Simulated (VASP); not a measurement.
# MgO (rocksalt type) (Fm-3m) in VASP: further runs

MgO (rocksalt type) is run at these levels: PBE; tasks: relaxation of cell and atoms, single point.

All numbers are computed with VASP 6.6.1; they aren't measurements. Logs are shortened: lines on timing, memory, paths and dates and some standing lists are left out, and cuts for length are marked.

## Step 1: The cell of the first run

The structure is cubic, space group Fm-3m (No. 225). The conventional cell has a = 4.152 Å, b = 4.152 Å, c = 4.152 Å, α = 90.00°, β = 90.00°, γ = 90.00°. Within 2.7 Å of Mg (site symmetry m-3m) lie 6 O at 2.08 Å. Within 2.7 Å of O (site symmetry m-3m) lie 6 Mg at 2.08 Å.

## Step 2: Relaxation of cell and atoms, PBE, target pressure 13 GPa, at which the enthalpy is minimised

INCAR reads:

```
SYSTEM = MgO
PREC     = Accurate       ! precision mode
ENCUT    = 600            ! plane-wave cutoff, eV
EDIFF    = 1E-7           ! SCF threshold, eV
ISMEAR   = -1             ! smearing method
SIGMA    = 0.05           ! smearing width, eV
LREAL    = .False.        ! projectors in reciprocal space
LASPH    = .True.         ! aspherical terms in the spheres
NELM     = 60             ! most SCF steps
ALGO     = Normal         ! electronic algorithm
ISIF     = 3              ! what is computed and relaxed
LWAVE    = .False.        ! write WAVECAR
LCHARG   = .False.        ! write CHGCAR
GGA      = PE             ! functional
IBRION   = 2              ! ionic algorithm
NSW      = 60             ! ionic steps
EDIFFG   = -0.005         ! ionic threshold
PSTRESS  = 130.0
```

KPOINTS reads:

```
regular mesh
0
Gamma
  16 16 16
  0 0 0
```

POSCAR reads:

```
MgO
1.0
    0.0000000000      2.0761092333      2.0761092333
    2.0761092333      0.0000000000      2.0761092333
    2.0761092333      2.0761092333      0.0000000000
Mg O
1 1
Direct
    0.0000000000      0.0000000000      0.0000000000
    0.5000000000      0.5000000000      0.5000000000
```

Potentials or basis: VASP PAW PBE potentials, release 64 (Mg, O).

Launch:

```
cat potpaw_PBE.64/Mg/POTCAR potpaw_PBE.64/O/POTCAR > POTCAR
mpirun -np 1 vasp_std > vasp.out
```

OUTCAR:

```text
SYSTEM = MgO
   PREC = Accurate
   ENCUT = 600
   EDIFF = 1E-7
   ISMEAR = -1
   LREAL = .False.
   LASPH = .True.
   NELM = 60
   ISIF = 3
   GGA = PE
   IBRION = 2
   NSW = 60
   EDIFFG = -0.005
   PSTRESS = 130.0

 ion  position               nearest neighbor table
   1  0.000  0.000  0.000-   2 2.08   2 2.08   2 2.08   2 2.08   2 2.08   2 2.08
   2  0.500  0.500  0.500-   1 2.08   1 2.08   1 2.08   1 2.08   1 2.08   1 2.08

  LATTYP: Found a face centered cubic cell.
 ALAT       =     4.1522184666

  Lattice vectors:

 A1 = (   0.0000000000,   2.0761092333,   2.0761092333)
 A2 = (   2.0761092333,   0.0000000000,   2.0761092333)
 A3 = (   2.0761092333,   2.0761092333,   0.0000000000)

Analysis of symmetry for initial positions (statically):
=====================================================================
 Subroutine PRICEL returns:
 Original cell was already a primitive cell.

 Routine SETGRP: Setting up the symmetry group for a
 face centered cubic supercell.

 Subroutine GETGRP returns: Found 48 space group operations
[... 9 lines left out ...]

 Routine SETGRP: Setting up the symmetry group for a
 face centered cubic supercell.

 Subroutine GETGRP returns: Found 48 space group operations
[... 11 lines left out ...]
                                     Primitive cell

  volume of cell :      17.8970

  direct lattice vectors                    reciprocal lattice vectors
     0.000000000  2.076109233  2.076109233    -0.240835112  0.240835112  0.240835112
     2.076109233  0.000000000  2.076109233     0.240835112 -0.240835112  0.240835112
     2.076109233  2.076109233  0.000000000     0.240835112  0.240835112 -0.240835112

  length of vectors
     2.936061835  2.936061835  2.936061835     0.417138650  0.417138650  0.417138650

  position of ions in fractional coordinates (direct lattice)
     0.000000000  0.000000000  0.000000000
     0.500000000  0.500000000  0.500000000

  ion indices of the primitive-cell ions
   primitive index   ion index
                 1           1
                 2           2

----------------------------------------------------------------------------------------

 KPOINTS: regular mesh

Automatic generation of k-mesh.
 Grid dimensions read from file:
 generate k-points for:   16   16   16

 Generating k-lattice:

  Cartesian coordinates                     Fractional coordinates (reciprocal lattice)
    -0.015052195  0.015052195  0.015052195     0.062500000  0.000000000  0.000000000
     0.015052195 -0.015052195  0.015052195     0.000000000  0.062500000  0.000000000
     0.015052195  0.015052195 -0.015052195     0.000000000  0.000000000  0.062500000

  Length of vectors
     0.026071166  0.026071166  0.026071166

  Shift w.r.t. Gamma in fractional coordinates (k-lattice)
     0.000000000  0.000000000  0.000000000

 Subroutine IBZKPT returns following result:
 ===========================================

 Found    145 irreducible k-points:

 Following reciprocal coordinates:
            Coordinates               Weight
  0.000000  0.000000  0.000000      1.000000
  0.062500  0.000000  0.000000      8.000000
  0.125000  0.000000  0.000000      8.000000
  0.187500  0.000000  0.000000      8.000000
  0.250000  0.000000  0.000000      8.000000
  0.312500  0.000000  0.000000      8.000000
[... 16 lines left out ...]
 -0.125000  0.062500  0.000000     24.000000
 -0.062500  0.062500  0.000000     12.000000
 [... further k-points ...]
   k-points           NKPTS =    145   k-points in BZ     NKDIM =    145   number of bands    NBANDS=      8
   number of dos      NEDOS =    301   number of ions     NIONS =      2
   total plane-waves  NPLWV =  13824
   dimension x,y,z NGX =    24 NGY =   24 NGZ =   24
   dimension x,y,z NGXF=    48 NGYF=   48 NGZF=   48
   ions per type =               1   1
   NGX,Y,Z   is equivalent  to a cutoff of  13.59, 13.59, 13.59 a.u.
   NGXF,Y,Z  is equivalent  to a cutoff of  27.18, 27.18, 27.18 a.u.
 SYSTEM =  MgO
   PREC   = accura    normal or accurate (medium, high low for compatibility)
   ISTART =      0    job   : 0-new  1-cont  2-samecut
   ICHARG =      2    charge: 1-file 2-atom 10-const
   ISPIN  =      1    spin polarized calculation?
   LNONCOLLINEAR =      F non collinear calculations
   LSORBIT =      F    spin-orbit coupling
   LASPH  =      T    aspherical Exc in radial PAW
   ENCUT  =  600.0 eV  44.10 Ry    6.64 a.u.   5.86  5.86  5.86*2*pi/ulx,y,z
   NELM   =     60;   NELMIN=  2; NELMDL= -5     # of ELM steps
   EDIFF  = 0.1E-06   stopping-criterion for ELM
   LREAL  =      F    real-space projection
   EDIFFG = -.5E-02   stopping-criterion for IOM
   NSW    =     60    number of steps for IOM
   IBRION =      2    ionic relax: 0-MD 1-quasi-New 2-CG
   NFREE  =      1    steps in history (QN), initial steepest desc. (CG)
   ISIF   =      3    stress and relaxation
   ISYM   =      2    0-nonsym 1-usesym 2-fastsym
   POTIM  = 0.5000    time-step for ionic-motion
   TEBEG  =    0.0;   TEEND  =   0.0 temperature during run
   PSTRESS=  130.0 pullay stress
   NELECT =       8.0000    total number of electrons
   NUPDOWN=      -1.0000    fix difference up-down
   EMIN   =  10.00;   EMAX   =-10.00  energy-range for DOS
   EFERMI =   0.00;   METHOD = LEGACY
   ISMEAR =    -1;   SIGMA  =   0.05  broadening in eV -4-tet -1-fermi 0-gaus
   EFERMI_NEDOS =   21; number of points for ismear=-14 and -15
   IALGO  =     38    algorithm
   IMIX   =      4    mixing-type and parameters
     AMIX     =   0.40;   BMIX     =  1.00
     AMIX_MAG =   1.60;   BMIX_MAG =  1.00
  volume/ion in A,a.u.               =       8.95        60.39
  Fermi-wavevector in a.u.,A,eV,Ry     =   1.251732  2.365430 21.318051  1.566833
  Thomas-Fermi vector in A             =   2.385665
   LORBIT       =      0    0 simple, 1 ext, 2 COOP (PROOUT), +10 PAW based schemes
   GGA     = PE    functional components
   LHFCALC =     F    Hartree Fock is set to
   AEXX    =    0.0000 exact exchange contribution
   IVDW    =     0    specifies the selected vdW correction
   LEPSILON=     F    determine dielectric tensor
   LRPA    =     F    only Hartree local field effects (RPA)
 conjugate gradient relaxation of ions
 non-spin polarized calculation
  energy-cutoff  :      600.00
  volume of cell :       17.90
 maximum number of plane-waves:       612
   NGX = 11   NGY = 11   NGZ = 11

--------------------------------------- Ionic step        1  -------------------------------------------

 number of electron       8.0000000 magnetization

 Free energy of the ion-electron system (eV)
  ---------------------------------------------------
  ext. energy  EPLUGINS =         0.00000000
  ---------------------------------------------------
  free energy    TOTEN  =       -11.87015217 eV

  energy without entropy =      -11.87015217  energy(sigma->0) =      -11.87015217

------------------------ aborting loop because EDIFF is reached ----------------------------------------

  FORCE on cell =-STRESS in cart. coord.  units (eV):
  Direction    XX          YY          ZZ          XY          YZ          ZX
  --------------------------------------------------------------------------------------
  -------------------------------------------------------------------------------------
  Total        1.2898328      1.2898328      1.2898328      0.0000000      0.0000000      0.0000000
  in kB      115.4684709    115.4684709    115.4684709      0.0000000      0.0000000      0.0000000
  external PRESSURE =     -14.5315291 kB  Pullay stress =     130.0000000 kB

 VOLUME and BASIS-vectors are now :
 -----------------------------------------------------------------------------
  energy-cutoff  :      600.00
  volume of cell :       17.90
      direct lattice vectors                 reciprocal lattice vectors
     0.000000000  2.076109233  2.076109233    -0.240835112  0.240835112  0.240835112
     2.076109233  0.000000000  2.076109233     0.240835112 -0.240835112  0.240835112
     2.076109233  2.076109233  0.000000000     0.240835112  0.240835112 -0.240835112
[... 46 lines left out ...]
  FREE ENERGIE OF THE ION-ELECTRON SYSTEM (eV)
  ---------------------------------------------------
  free  energy   TOTEN  =       -11.8534863467 eV

  energy  without entropy=      -11.8534863466  energy(sigma->0) =      -11.85348635

  enthalpy is  TOTEN    =       -10.4183209081 eV   P V=        1.4351654386

--------------------------------------- Ionic step        3  -------------------------------------------

 number of electron       7.9999999 magnetization

 Free energy of the ion-electron system (eV)
  ---------------------------------------------------
  ext. energy  EPLUGINS =         0.00000000
  ---------------------------------------------------
  free energy    TOTEN  =       -11.86047283 eV

  energy without entropy =      -11.86047283  energy(sigma->0) =      -11.86047283

 E-fermi :   4.5463     XC(G=0): -11.3176

 val. band max:        3.5702416845   @ k =   0.0000   0.0000   0.0000
 cond. band min:       8.8009370267   @ k =   0.0000   0.0000   0.0000
 fundamental gap:      5.2306953423
 Fermi energy:         4.5463050356

 k-point     1 :       0.0000    0.0000    0.0000
  band No.  band energies     occupation
      1     -13.9564      2.00000
      2       3.5702      2.00000
      3       3.5702      2.00000
      4       3.5702      2.00000
      5       8.8009      0.00000
      6      19.6557      0.00000
      7      19.6557      0.00000
      8      19.6557      0.00000

 k-point     2 :       0.0625    0.0000    0.0000
  band No.  band energies     occupation
      1     -13.9109      2.00000
      2       3.2914      2.00000
      3       3.5407      2.00000
      4       3.5407      2.00000
      5       9.0660      0.00000
      6      19.0393      0.00000
      7      19.7610      0.00000
      8      19.7610      0.00000
[... 221 lines left out ...]
 k-point    23 :      -0.1250    0.0625    0.0000
  band No.  band energies     occupation
      1     -13.6801      2.00000
      2       2.2156      2.00000
      3       3.2849      2.00000
      4       3.4402      2.00000
      5      10.1299      0.00000
      6      17.4033      0.00000
      7      20.1808      0.00000
      8      20.2799      0.00000

 k-point    24 :      -0.0625    0.0625    0.0000
  band No.  band energies     occupation
      1     -13.8366      2.00000
      2       2.9170      2.00000
      3       3.4341      2.00000
      4       3.5179      2.00000
      5       9.4529      0.00000
      6      18.3338      0.00000
      7      19.9266      0.00000
      8      19.9323      0.00000

 [... further k-points ...]

------------------------ aborting loop because EDIFF is reached ----------------------------------------

  FORCE on cell =-STRESS in cart. coord.  units (eV):
  Direction    XX          YY          ZZ          XY          YZ          ZX
  --------------------------------------------------------------------------------------
  -------------------------------------------------------------------------------------
  Total        1.4415011      1.4415011      1.4415011     -0.0000000     -0.0000000      0.0000000
  in kB      129.9633835    129.9633835    129.9633835     -0.0000000     -0.0000000      0.0000000
  external PRESSURE =      -0.0366165 kB  Pullay stress =     130.0000000 kB

 VOLUME and BASIS-vectors are now :
 -----------------------------------------------------------------------------
  energy-cutoff  :      600.00
  volume of cell :       17.77
      direct lattice vectors                 reciprocal lattice vectors
     0.000000000  2.071213409  2.071213409    -0.241404385  0.241404385  0.241404385
     2.071213409  0.000000000  2.071213409     0.241404385 -0.241404385  0.241404385
     2.071213409  2.071213409 -0.000000000     0.241404385  0.241404385 -0.241404385

 POSITION                                       TOTAL-FORCE (eV/Angst)
 -----------------------------------------------------------------------------------
      0.00000      0.00000      0.00000         0.000000      0.000000      0.000000
      2.07121      2.07121      2.07121         0.000000      0.000000     -0.000000
 -----------------------------------------------------------------------------------
    total drift:                               -0.000000     -0.000000      0.000000

  FREE ENERGIE OF THE ION-ELECTRON SYSTEM (eV)
  ---------------------------------------------------
  free  energy   TOTEN  =       -11.8604728303 eV

  energy  without entropy=      -11.8604728302  energy(sigma->0) =      -11.86047283

  enthalpy is  TOTEN    =       -10.4185656232 eV   P V=        1.4419072070

 reached required accuracy - stopping structural energy minimisation
```

It took 90 s on 1 thread of AMD EPYC 7R13, shared host; peak memory 0.14 GiB.

What came out:

```
Free energy                                            : -11.8605 eV
Relaxed volume                                         : 8.89 Å³/atom
Relaxed cell                                           : a = 2.929 Å, b = 2.929 Å, c = 2.929 Å, α = 60.00°, β = 60.00°, γ = 60.00°
Space group after relaxing (to 0.05 Å)                 : Fm-3m (No. 225)
Energy change on relaxing (the enthalpy is what falls) : +4.8 meV/atom
Ionic steps                                            : 3
Pressure after relaxing                                : 13.0 GPa
Band gap on the k mesh                                 : 5.23 eV, direct
```

Step by step:
```csv
step,energy change (eV),largest force (eV/Å),pressure (GPa),volume (Å³)
1,0.0000,0.0000,11.55,17.90
2,0.0167,0.0000,13.96,17.69
3,0.0097,0.0000,13.00,17.77
```

Final structure:
```cif
data_structure
_symmetry_space_group_name_H-M 'P 1'
_symmetry_Int_Tables_number 1
_cell_length_a 2.9291
_cell_length_b 2.9291
_cell_length_c 2.9291
_cell_angle_alpha 60.000
_cell_angle_beta 60.000
_cell_angle_gamma 60.000
_cell_volume 17.77
loop_
_atom_site_label
_atom_site_type_symbol
_atom_site_fract_x
_atom_site_fract_y
_atom_site_fract_z
_atom_site_occupancy
Mg1 Mg 0.00000 0.00000 0.00000 1
O1 O 0.50000 0.50000 0.50000 1
```

Caveat: the cell is relaxed towards a set pressure, so the enthalpy falls and the energy may rise.

## Step 3: Relaxation of cell and atoms, PBE, target pressure 13 GPa, at which the enthalpy is minimised

This run uses another cell than the first one, of 8.93 Å³/atom, 0.998 times its volume.

INCAR reads:

```
ALGO     = Normal         # electronic algorithm
EDIFF    = 1E-6           # SCF threshold, eV
EDIFFG   = -0.005         # ionic threshold
ENCUT    = 600            # plane-wave cutoff, eV
GGA      = PE             # functional
IBRION   = 2              # ionic algorithm
ISIF     = 3              # what is computed and relaxed
ISMEAR   = -1             # smearing method
LASPH    = T              # aspherical terms in the spheres
LCHARG   = F              # write CHGCAR
LREAL    = F              # projectors in reciprocal space
LWAVE    = F              # write WAVECAR
NELM     = 60             # most SCF steps
NSW      = 32             # ionic steps
PREC     = Accurate       # precision mode
PSTRESS  = 130.0        
SIGMA    = 0.05           # smearing width, eV
```

KPOINTS reads:

```
k-points
0
Gamma
  16 16 16
```

POSCAR reads:

```
MgO
1.0
    0.0000000000      2.0745753478      2.0745753478
    2.0745753478      0.0000000000      2.0745753478
    2.0745753478      2.0745753478      0.0000000000
Mg O
1 1
Direct
    0.0000000000      0.0000000000      0.0000000000
    0.5000000000      0.5000000000      0.5000000000
```

Potentials or basis: VASP PAW PBE potentials, release 64 (Mg, O).

Launch:

```
cat potpaw_PBE.64/Mg/POTCAR potpaw_PBE.64/O/POTCAR > POTCAR
mpirun -np 1 vasp_std > vasp.out
```

OUTCAR:

```text
EDIFF = 1E-6
   EDIFFG = -0.005
   ENCUT = 600
   GGA = PE
   IBRION = 2
   ISIF = 3
   ISMEAR = -1
   LASPH = T
   LREAL = F
   NELM = 60
   NSW = 32
   PREC = Accurate
   PSTRESS = 130.0

 ion  position               nearest neighbor table
   1  0.000  0.000  0.000-   2 2.07   2 2.07   2 2.07   2 2.07   2 2.07   2 2.07
   2  0.500  0.500  0.500-   1 2.07   1 2.07   1 2.07   1 2.07   1 2.07   1 2.07

  LATTYP: Found a face centered cubic cell.
 ALAT       =     4.1491506956

  Lattice vectors:

 A1 = (   0.0000000000,   2.0745753478,   2.0745753478)
 A2 = (   2.0745753478,   0.0000000000,   2.0745753478)
 A3 = (   2.0745753478,   2.0745753478,   0.0000000000)

Analysis of symmetry for initial positions (statically):
[... 259 lines left out ...]
 E-fermi :   4.5462     XC(G=0): -11.3176

 val. band max:        3.5702166069   @ k =   0.0000   0.0000   0.0000
 cond. band min:       8.8007852722   @ k =   0.0000   0.0000   0.0000
 fundamental gap:      5.2305686652
 Fermi energy:         4.5462098019

 k-point     1 :       0.0000    0.0000    0.0000
  band No.  band energies     occupation
      1     -13.9563      2.00000
      2       3.5702      2.00000
      3       3.5702      2.00000
      4       3.5702      2.00000
      5       8.8008      0.00000
      6      19.6555      0.00000
      7      19.6555      0.00000
      8      19.6555      0.00000
[... 243 lines left out ...]
 k-point    24 :      -0.0625    0.0625    0.0000
  band No.  band energies     occupation
      1     -13.8366      2.00000
      2       2.9170      2.00000
      3       3.4340      2.00000
      4       3.5178      2.00000
      5       9.4527      0.00000
      6      18.3337      0.00000
      7      19.9265      0.00000
      8      19.9322      0.00000

 [... further k-points ...]

------------------------ aborting loop because EDIFF is reached ----------------------------------------

  FORCE on cell =-STRESS in cart. coord.  units (eV):
  Direction    XX          YY          ZZ          XY          YZ          ZX
  --------------------------------------------------------------------------------------
  -------------------------------------------------------------------------------------
  Total        1.4415508      1.4415508      1.4415508      0.0000000     -0.0000000      0.0000000
  in kB      129.9665793    129.9665793    129.9665793      0.0000000     -0.0000000      0.0000000
  external PRESSURE =      -0.0334207 kB  Pullay stress =     130.0000000 kB
[... 21 lines left out ...]
  energy  without entropy=      -11.8603966609  energy(sigma->0) =      -11.86039666

  enthalpy is  TOTEN    =       -10.4184751198 eV   P V=        1.4419215411

 reached required accuracy - stopping structural energy minimisation
```

It took 84 s on 1 thread of AMD EPYC 7R13, shared host; peak memory 0.14 GiB.

What came out:

| Item | Value |
| --- | --- |
| Free energy | -11.8604 eV |
| Relaxed volume | 8.89 Å³/atom |
| Relaxed cell | a = 2.929 Å, b = 2.929 Å, c = 2.929 Å, α = 60.00°, β = 60.00°, γ = 60.00° |
| Space group after relaxing (to 0.05 Å) | Fm-3m (No. 225) |
| Energy change on relaxing (the enthalpy is what falls) | +3.4 meV/atom |
| Ionic steps | 3 |
| Pressure after relaxing | 13.0 GPa |
| Band gap on the k mesh | 5.23 eV, direct |

The path:
| step | energy change (eV) | largest force (eV/Å) | pressure (GPa) | volume (Å³) |
| --- | --- | --- | --- | --- |
| 1 | 0.0000 | 0.0000 | 11.99 | 17.86 |
| 2 | 0.0116 | 0.0000 | 13.67 | 17.71 |
| 3 | 0.0067 | 0.0000 | 13.00 | 17.77 |

Final structure:
```
CELL_PARAMETERS angstrom
0.00000 2.07122 2.07122
2.07122 0.00000 2.07122
2.07122 2.07122 0.00000
ATOMIC_POSITIONS crystal
Mg 0.00000 0.00000 0.00000
O 0.50000 0.50000 0.50000
```

Levels at points of the mesh, in eV from the valence-band top:
| k point | band 1 | band 2 | band 3 | band 4 | band 5 | band 6 | band 7 | band 8 |
| --- | --- | --- | --- | --- | --- | --- | --- | --- |
| (0.00, 0.00, 0.00) | -17.53 | 0.00 | 0.00 | 0.00 | 5.23 | 16.09 | 16.09 | 16.09 |
| (0.50, 0.00, 0.00) | -16.11 | -4.84 | -0.71 | -0.71 | 8.22 | 13.18 | 16.84 | 16.84 |
| (0.50, 0.50, 0.00) | -15.84 | -4.29 | -1.42 | -1.42 | 9.18 | 10.53 | 13.64 | 19.75 |

Caveat: the cell is relaxed towards a set pressure, so the enthalpy falls and the energy may rise. A hybrid or GW would open this gap; PBE tends to underestimate it.

(Continued in part 2 of 2.)
